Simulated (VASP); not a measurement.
# Ga2SbP3 (P-6m2) in VASP: settings compared, part 2 of 2

VASP 6.6.1.

## Step 4: Relaxation of cell and atoms, PBEsol

This run uses another cell than the first one, of 25.45 Å³/atom.

Contents of INCAR:

```
SYSTEM = Ga2SbP3
PREC = Accurate
ENCUT = 600
EDIFF = 1E-6
ISMEAR = -1
SIGMA = 0.03
LREAL = .False.
LASPH = .True.
NELM = 60
ALGO = Normal
ISIF = 3
LWAVE = .False.
LCHARG = .False.
GGA = PS
IBRION = 2
NSW = 100
EDIFFG = -0.01
```

Contents of KPOINTS:

```
Automatic mesh
0
Gamma
  6 6 4
  0 0 0
```

Contents of POSCAR:

```
Ga2SbP3
1.0
    4.5525990400      0.0000000000      0.0000000000
   -2.2762995200      3.9426664200      0.0000000000
    0.0000000000      0.0000000000      8.5083651900
Ga Sb P
2 1 3
Direct
    0.6666666700      0.3333333300      0.2480740000
    0.6666666700      0.3333333300      0.7519260000
    0.0000000000      0.0000000000      0.0000000000
    0.0000000000      0.0000000000      0.5000000000
    0.3333333300      0.6666666700      0.0000000000
    0.3333333300      0.6666666700      0.5000000000
```

Potentials or basis: VASP PAW PBE potentials, release 64 (Ga_d, Sb, P).

Run with:

```console
$ cat potpaw_PBE.64/Ga_d/POTCAR potpaw_PBE.64/Sb/POTCAR potpaw_PBE.64/P/POTCAR > POTCAR
$ mpirun -np 1 vasp_std > vasp.out
```

OUTCAR:

```text
SYSTEM = Ga2SbP3
   PREC = Accurate
   ENCUT = 600
   EDIFF = 1E-6
   ISMEAR = -1
   LREAL = .False.
   LASPH = .True.
   NELM = 60
   ISIF = 3
   GGA = PS
   IBRION = 2
   NSW = 100
   EDIFFG = -0.01

 ion  position               nearest neighbor table
   1  0.667  0.333  0.248-
   2  0.667  0.333  0.752-
   3  0.000  0.000  0.000-   5 2.63   5 2.63   5 2.63
   4  0.000  0.000  0.500-   6 2.63   6 2.63   6 2.63
   5  0.333  0.667  0.000-   3 2.63   3 2.63   3 2.63
   6  0.333  0.667  0.500-   4 2.63   4 2.63   4 2.63

  LATTYP: Found a hexagonal cell.
 ALAT       =     4.5525990400
 C/A-ratio  =     1.8689028213

  Lattice vectors:

 A1 = (   4.5525990400,   0.0000000000,   0.0000000000)
 A2 = (  -2.2762995200,   3.9426664200,   0.0000000000)
 A3 = (   0.0000000000,   0.0000000000,   8.5083651900)

Analysis of symmetry for initial positions (statically):
=====================================================================
 Subroutine PRICEL returns:
 Original cell was already a primitive cell.

 Routine SETGRP: Setting up the symmetry group for a
 hexagonal supercell.

 Subroutine GETGRP returns: Found 12 space group operations
 (whereof 12 operations were pure point group operations)
 out of a pool of 24 trial point group operations.

The static configuration has the point symmetry D_3h.

Analysis of symmetry for dynamics (positions and initial velocities):
=====================================================================
 Subroutine PRICEL returns:
[... 144 lines left out ...]
 conjugate gradient relaxation of ions
 non-spin polarized calculation
  energy-cutoff  :      600.00
  volume of cell :      152.72
 maximum number of plane-waves:      5148
   NGX = 19   NGY = 19   NGZ = 33

--------------------------------------- Ionic step        1  -------------------------------------------

 number of electron      45.9999987 magnetization

 Free energy of the ion-electron system (eV)
  ---------------------------------------------------
  ext. energy  EPLUGINS =         0.00000000
  ---------------------------------------------------
  free energy    TOTEN  =       -24.98827262 eV

  energy without entropy =      -24.97995133  energy(sigma->0) =      -24.98411198

 E-fermi :   4.2559     XC(G=0):  -9.4690

 val. band max:        4.2442719492   @ k =   0.0000   0.0000   0.5000
 cond. band min:       4.2676749832   @ k =   0.1667   0.1667   0.5000
 fundamental gap:      0.0234030339
 Fermi energy:         4.2558761038
[... 1381 lines left out ...]
     26      10.4828      1.22239
     27      11.9360      0.00000

[... ionic steps 4 to 41 ...]

--------------------------------------- Ionic step       42  -------------------------------------------

 number of electron      46.0000011 magnetization

------------------------ aborting loop because EDIFF is reached ----------------------------------------
[... 75 lines left out ...]
--------------------------------------- Ionic step       44  -------------------------------------------

 number of electron      46.0000011 magnetization

 Free energy of the ion-electron system (eV)
  ---------------------------------------------------
  ext. energy  EPLUGINS =         0.00000000
  ---------------------------------------------------
  free energy    TOTEN  =       -26.58017312 eV

  energy without entropy =      -26.57525457  energy(sigma->0) =      -26.57771384

 E-fermi :   8.0041     XC(G=0): -11.1432

 val. band max:        7.9766689078   @ k =   0.0000   0.0000   0.0000
 cond. band min:       8.1247790932   @ k =   0.1667   0.1667   0.5000
 fundamental gap:      0.1481101855
 Fermi energy:         8.0041373508
[... 661 lines left out ...]
  FREE ENERGIE OF THE ION-ELECTRON SYSTEM (eV)
  ---------------------------------------------------
  free  energy   TOTEN  =       -26.5801731174 eV

  energy  without entropy=      -26.5752545712  energy(sigma->0) =      -26.57771384

 reached required accuracy - stopping structural energy minimisation
```

OSZICAR:

```text
N       E                     dE             d eps       ncg     rms          rms(c)
DAV:   1     0.340023862227E+03    0.34002E+03   -0.21858E+04  1134   0.219E+03
DAV:   2     0.198500259820E+02   -0.32017E+03   -0.31431E+03  1254   0.494E+02
DAV:   3    -0.225232758734E+02   -0.42373E+02   -0.40385E+02  1452   0.140E+02
DAV:   4    -0.251290937959E+02   -0.26058E+01   -0.25234E+01  1408   0.296E+01
[... 391 lines left out ...]
       N       E                     dE             d eps       ncg     rms          rms(c)
DAV:   1    -0.265802001408E+02   -0.46994E-04   -0.20925E-03  1311   0.318E-01    0.327E-02
DAV:   2    -0.265801832145E+02    0.16926E-04   -0.81875E-05  1556   0.925E-02    0.186E-02
DAV:   3    -0.265801731507E+02    0.10064E-04   -0.17538E-05  1527   0.391E-02    0.285E-03
DAV:   4    -0.265801731174E+02    0.33288E-07   -0.24980E-06   977   0.179E-02
  44 F= -.26580173E+02 E0= -.26577714E+02  d E =-.202484E-04
```

It took 19 min on 1 thread of Intel Xeon 6975P-C (Granite Rapids), shared host; peak memory 0.39 GiB.

Results:

| Property | Result |
| --- | --- |
| Free energy | -26.5802 eV |
| Relaxed volume | 17.95 Å³/atom |
| Relaxed cell | a = 4.749 Å, b = 4.749 Å, c = 5.514 Å, α = 90.00°, β = 90.00°, γ = 120.00° |
| Space group after relaxing (to 0.1 Å) | P-6m2 (No. 187) |
| Energy gained by relaxing | 265.3 meV/atom |
| Ionic steps | 44 |
| Pressure after relaxing | 0.0 GPa |
| Largest force after relaxing | 0.007 eV/Å |
| Band gap on the k mesh | zero (bands 23 and 24 overlap by 3.02 eV) |

Forces in eV/Å, atoms in the order of the input:
```
Ga   0.000  0.000 -0.007
Ga   0.000  0.000  0.007
Sb   0.000  0.000  0.000
P    0.000  0.000  0.000
P    0.000  0.000  0.000
P    0.000  0.000  0.000
```

Step by step:
| step | energy change (eV) | largest force (eV/Å) | pressure (GPa) | volume (Å³) |
| --- | --- | --- | --- | --- |
| 1 | 0.0000 | 0.2871 | -6.21 | 152.72 |
| 3 | -0.4745 | 0.4139 | -0.34 | 131.78 |
| 5 | -0.9283 | 0.4837 | 1.13 | 115.17 |
| 7 | -0.9176 | 0.5743 | 2.49 | 111.70 |
| 9 | -1.0248 | 0.2780 | 10.20 | 98.71 |
| 11 | -1.0491 | 0.3851 | 7.97 | 101.42 |
| 13 | -1.1958 | 0.0476 | 8.17 | 100.44 |
| 15 | -1.2378 | 0.2658 | 8.57 | 99.37 |
| 17 | -1.4747 | 0.1591 | 1.18 | 107.34 |
| 19 | -1.4801 | 0.1432 | -0.17 | 109.03 |
| 21 | -1.4824 | 0.0971 | -0.12 | 108.97 |
| 23 | -1.4891 | 0.0952 | -0.05 | 108.67 |
| 25 | -1.4899 | 0.1719 | 0.01 | 108.53 |
| 27 | -1.4914 | 0.1871 | 0.02 | 108.50 |
| 29 | -1.4994 | 0.2577 | -0.02 | 108.33 |
| 31 | -1.5303 | 0.5431 | 0.19 | 107.59 |
| 33 | -1.5392 | 0.5281 | 0.14 | 107.62 |
| 35 | -1.5473 | 0.5202 | 0.13 | 107.62 |
| 37 | -1.5857 | 0.2081 | -0.40 | 108.21 |
| 39 | -1.5903 | 0.0351 | -0.59 | 108.46 |
| 41 | -1.5918 | 0.0056 | -0.13 | 107.86 |
| 43 | -1.5919 | 0.0115 | -0.03 | 107.69 |
| 44 | -1.5919 | 0.0067 | -0.01 | 107.68 |

Final structure:
```yaml
crystal:
  lattice:
    - [4.74866, 0.00000, 0.00000]
    - [-2.37433, 4.11246, 0.00000]
    - [0.00000, 0.00000, 5.51373]
  atoms:
    - { symbol: Ga, position: [0.66667, 0.33333, 0.26321] }
    - { symbol: Ga, position: [0.66667, 0.33333, 0.73679] }
    - { symbol: Sb, position: [0.00000, 0.00000, 0.00000] }
    - { symbol: P, position: [0.00000, 0.00000, 0.50000] }
    - { symbol: P, position: [0.33333, 0.66667, 0.00000] }
    - { symbol: P, position: [0.33333, 0.66667, 0.50000] }
```

Caveat: the volume moved by over 15 % at a fixed basis, so the end points are rough; the PAW data sets were made with another functional, which shifts forces and pressure a little; spin-orbit coupling is left out, which moves the levels of the heavy elements.

## Step 5: Relaxation of cell and atoms, r2SCAN+rVV10

Contents of POSCAR:

```
Ga2SbP3
1.0
    4.7451159373      0.0000000000      0.0000000000
   -2.3725579687      4.1093909456      0.0000000000
    0.0000000000      0.0000000000      5.5107076136
Ga Sb P
2 1 3
Direct
    0.6666666667      0.3333333333      0.2631052552
    0.6666666667      0.3333333333      0.7368947448
    0.0000000000      0.0000000000      0.0000000000
    0.0000000000      0.0000000000      0.5000000000
    0.3333333333      0.6666666667      0.0000000000
    0.3333333333      0.6666666667      0.5000000000
```

Contents of INCAR.step1:

```
SYSTEM = Ga2SbP3
PREC = Accurate ; ENCUT = 600
ISMEAR = -1 ; SIGMA = 0.03
LREAL = .FALSE. ; LASPH = .TRUE.
NELM = 100 ; GGA = PE
ALGO = Normal ; EDIFF = 1E-4
LWAVE = .TRUE. ; LCHARG = .FALSE.
```

Contents of INCAR.step2:

```
SYSTEM = Ga2SbP3
PREC = Accurate ; ENCUT = 600
EDIFF = 1E-6 ; ISMEAR = -1
SIGMA = 0.03 ; LREAL = .FALSE.
LASPH = .TRUE. ; NELM = 100
ALGO = Normal ; ISIF = 3
LWAVE = .FALSE. ; LCHARG = .FALSE.
METAGGA = R2SCAN ; LMIXTAU = .TRUE.
LUSE_VDW = .TRUE. ; IVDW_NL = 2
BPARAM = 11.95 ; CPARAM = 0.0093
IBRION = 2 ; NSW = 100
EDIFFG = -0.01 ; ISTART = 1
```

Contents of KPOINTS:

```
Automatic mesh
0
G
  6 6 4
  0 0 0
```

Potentials or basis: VASP PAW PBE potentials, release 64 (Ga_d, Sb, P).

Run with:

```console
$ cat potpaw_PBE.64/Ga_d/POTCAR potpaw_PBE.64/Sb/POTCAR potpaw_PBE.64/P/POTCAR > POTCAR
$ cp INCAR.step1 INCAR
$ mpirun -np 1 vasp_std > vasp.out
$ cp INCAR.step2 INCAR
$ mpirun -np 1 vasp_std > vasp.out
```

OUTCAR:

```text
SYSTEM = Ga2SbP3
   PREC = Accurate
   ENCUT = 600
   EDIFF = 1E-6
   ISMEAR = -1
   LREAL = .FALSE.
   LASPH = .TRUE.
   NELM = 100
   ISIF = 3
   METAGGA = R2SCAN
   IVDW_NL = 2
   BPARAM = 11.95
   IBRION = 2
   NSW = 100
   EDIFFG = -0.01
   ISTART = 1

 ion  position               nearest neighbor table
   1  0.667  0.333  0.263-   2 2.61   2 2.90   3 3.10   3 3.10   3 3.10
   2  0.667  0.333  0.737-   1 2.61   1 2.90   3 3.10   3 3.10   3 3.10
   3  0.000  0.000  0.000-   5 2.74   5 2.74   5 2.74   4 2.76   4 2.76   1 3.10   2 3.10   2 3.10
                             1 3.10   2 3.10   1 3.10
   4  0.000  0.000  0.500-   6 2.74   6 2.74   6 2.74   3 2.76   3 2.76
   5  0.333  0.667  0.000-   3 2.74   3 2.74   3 2.74   6 2.76   6 2.76
   6  0.333  0.667  0.500-   4 2.74   4 2.74   4 2.74   5 2.76   5 2.76

  LATTYP: Found a hexagonal cell.
 ALAT       =     4.7451159373
 C/A-ratio  =     1.1613430918

  Lattice vectors:

 A1 = (   4.7451159373,   0.0000000000,   0.0000000000)
 A2 = (  -2.3725579687,   4.1093909456,   0.0000000000)
 A3 = (   0.0000000000,   0.0000000000,   5.5107076136)

Analysis of symmetry for initial positions (statically):
=====================================================================
 Subroutine PRICEL returns:
 Original cell was already a primitive cell.

 Routine SETGRP: Setting up the symmetry group for a
 hexagonal supercell.

 Subroutine GETGRP returns: Found 12 space group operations
 (whereof 12 operations were pure point group operations)
 out of a pool of 24 trial point group operations.

The static configuration has the point symmetry D_3h.

Analysis of symmetry for dynamics (positions and initial velocities):
=====================================================================
 Subroutine PRICEL returns:
 Original cell was already a primitive cell.

 Routine SETGRP: Setting up the symmetry group for a
 hexagonal supercell.

 Subroutine GETGRP returns: Found 12 space group operations
 (whereof 12 operations were pure point group operations)
 out of a pool of 24 trial point group operations.

[... 114 lines left out ...]
   PSTRESS=    0.0 pullay stress
   NELECT =      46.0000    total number of electrons
   NUPDOWN=      -1.0000    fix difference up-down
   EMIN   =  10.00;   EMAX   =-10.00  energy-range for DOS
   EFERMI =   0.00;   METHOD = LEGACY
   ISMEAR =    -1;   SIGMA  =   0.03  broadening in eV -4-tet -1-fermi 0-gaus
   EFERMI_NEDOS =   21; number of points for ismear=-14 and -15
   IALGO  =     38    algorithm
   IMIX   =      4    mixing-type and parameters
     AMIX     =   0.40;   BMIX     =  1.00
     AMIX_MAG =   1.60;   BMIX_MAG =  1.00
  volume/ion in A,a.u.               =      17.91       120.86
  Fermi-wavevector in a.u.,A,eV,Ry     =   1.233816  2.331573 20.712158  1.522301
  Thomas-Fermi vector in A             =   2.368531
   LORBIT       =      0    0 simple, 1 ext, 2 COOP (PROOUT), +10 PAW based schemes
   METAGGA = R2SCAN    functional components
   LHFCALC =     F    Hartree Fock is set to
   AEXX    =    0.0000 exact exchange contribution
   IVDW_NL    =     2    kernel type
   BPARAM     =11.9500
   IVDW    =     0    specifies the selected vdW correction
   LEPSILON=     F    determine dielectric tensor
   LRPA    =     F    only Hartree local field effects (RPA)
 conjugate gradient relaxation of ions
 non-spin polarized calculation
  energy-cutoff  :      600.00
  volume of cell :      107.46
 maximum number of plane-waves:      3616
 NGX is ok and might be reduce to    40
   NGX = 19   NGY = 19   NGZ = 23

--------------------------------------- Ionic step        1  -------------------------------------------

 number of electron      45.9999998 magnetization

 Free energy of the ion-electron system (eV)
  ---------------------------------------------------
  ext. energy  EPLUGINS =         0.00000000
  ---------------------------------------------------
  free energy    TOTEN  =       -71.23416755 eV

  energy without entropy =      -71.22962155  energy(sigma->0) =      -71.23189455

------------------------ aborting loop because EDIFF is reached ----------------------------------------

  FORCE on cell =-STRESS in cart. coord.  units (eV):
  Direction    XX          YY          ZZ          XY          YZ          ZX
  --------------------------------------------------------------------------------------
  -------------------------------------------------------------------------------------
  Total        1.5093936      1.5093936      0.6558635     -0.0000000      0.0000000      0.0000000
  in kB       22.5051250     22.5051250      9.7789529     -0.0000000      0.0000000      0.0000000
  external PRESSURE =      18.2630676 kB  Pullay stress =       0.0000000 kB
[... 147 lines left out ...]
--------------------------------------- Ionic step        5  -------------------------------------------

 number of electron      46.0000007 magnetization

 Free energy of the ion-electron system (eV)
  ---------------------------------------------------
  ext. energy  EPLUGINS =         0.00000000
  ---------------------------------------------------
  free energy    TOTEN  =       -71.25047566 eV

  energy without entropy =      -71.24494159  energy(sigma->0) =      -71.24770863

 E-fermi :   7.7905     XC(G=0): -11.7103

 val. band max:        7.7451536033   @ k =   0.3333   0.3333   0.2500
 cond. band min:       7.8764308930   @ k =   0.5000   0.0000   0.2500
 fundamental gap:      0.1312772897
 Fermi energy:         7.7905214545

 k-point     1 :       0.0000    0.0000    0.0000
  band No.  band energies     occupation
      1      -7.9423      2.00000
      2      -7.8022      2.00000
      3      -7.8022      2.00000
      4      -7.7313      2.00000
      5      -7.7313      2.00000
      6      -7.6906      2.00000
[... 652 lines left out ...]
  FREE ENERGIE OF THE ION-ELECTRON SYSTEM (eV)
  ---------------------------------------------------
  free  energy   TOTEN  =       -71.2504756609 eV

  energy  without entropy=      -71.2449415920  energy(sigma->0) =      -71.24770863

 reached required accuracy - stopping structural energy minimisation
```

Run time: 12 min. Hardware: 1 thread of Intel Xeon 6975P-C (Granite Rapids), shared host; peak memory 0.61 GiB.

What came out:

```yaml
Free_energy: -71.2505 eV
Relaxed_volume: 18.35 Å³/atom
Relaxed_cell: a = 4.794 Å, b = 4.794 Å, c = 5.532 Å, α = 90.00°, β = 90.00°, γ = 120.00°
Space_group_after_relaxing_to_0.1_Å: P-6m2 (No. 187)
Energy_gained_by_relaxing: 2.7 meV/atom
Ionic_steps: 5
Pressure_after_relaxing: 0.0 GPa
Band_gap_on_the_k_mesh: zero (bands 23 and 24 overlap by 3.06 eV)
```

Forces in eV/Å, atoms in the order of the input:
```
Ga   0.000  0.000 -0.003
Ga   0.000  0.000  0.003
Sb   0.000  0.000  0.000
P    0.000  0.000  0.000
P    0.000  0.000  0.000
P    0.000  0.000  0.000
```

Step by step:
```csv
step,energy change (eV),largest force (eV/Å),pressure (GPa),volume (Å³)
1,0.0000,0.0310,1.83,107.46
2,-0.0156,0.0018,-0.36,110.66
3,-0.0163,0.0033,-0.02,110.11
4,-0.0163,0.0022,-0.04,110.16
5,-0.0163,0.0028,-0.02,110.13
```

Final structure:
```
CELL_PARAMETERS angstrom
4.79449 0.00000 0.00000
-2.39724 4.15215 0.00000
0.00000 0.00000 5.53198
ATOMIC_POSITIONS crystal
Ga 0.66667 0.33333 0.26336
Ga 0.66667 0.33333 0.73664
Sb 0.00000 0.00000 0.00000
P 0.00000 0.00000 0.50000
P 0.33333 0.66667 0.00000
P 0.33333 0.66667 0.50000
```

Caveat: the PAW data sets were made with another functional, which shifts forces and pressure a little; spin-orbit coupling is left out, which moves the levels of the heavy elements.

## Step 6: Summary

| task | level | cell | cutoff (eV) | gap on the mesh (eV) | pressure (GPa) | relaxed volume (Å³/atom) |
| --- | --- | --- | --- | --- | --- | --- |
| single point | PBEsol | a = 4.745, b = 4.745, c = 5.511 Å, angles 90.0, 90.0, 120.0°, 6 atoms, atomic positions A | 520 | none | 0.1 | - |
| single point | r2SCAN+rVV10 | a = 4.792, b = 4.792, c = 5.530 Å, angles 90.0, 90.0, 120.0°, 6 atoms, atomic positions B | 520 | none | 0.1 | - |
| relaxation of cell and atoms | PBEsol | relaxed from a = 4.553, b = 4.553, c = 8.508 Å, angles 90.0, 90.0, 120.0°, 6 atoms, atomic positions C | 600 | none | 0.0 | 17.95 |
| relaxation of cell and atoms | r2SCAN+rVV10 | relaxed from a = 4.745, b = 4.745, c = 5.511 Å, angles 90.0, 90.0, 120.0°, 6 atoms, atomic positions A | 600 | none | 0.0 | 18.35 |

Alike in all rows: potentials or basis VASP PAW PBE potentials, release 64 (Ga_d, Sb, P); no spin polarisation; k mesh 6 × 6 × 4; smearing fermi-dirac 0.03 eV.

Caveats: the PAW data sets were made with another functional, which shifts forces and pressure a little; spin-orbit coupling is left out, which moves the levels of the heavy elements; the volume moved by over 15 % at a fixed basis, so the end points are rough (at least some runs).

Absolute energies hang on the potentials; compare differences alone.

The gap in the log of VASP goes by the Fermi energy; the results here count the filled bands.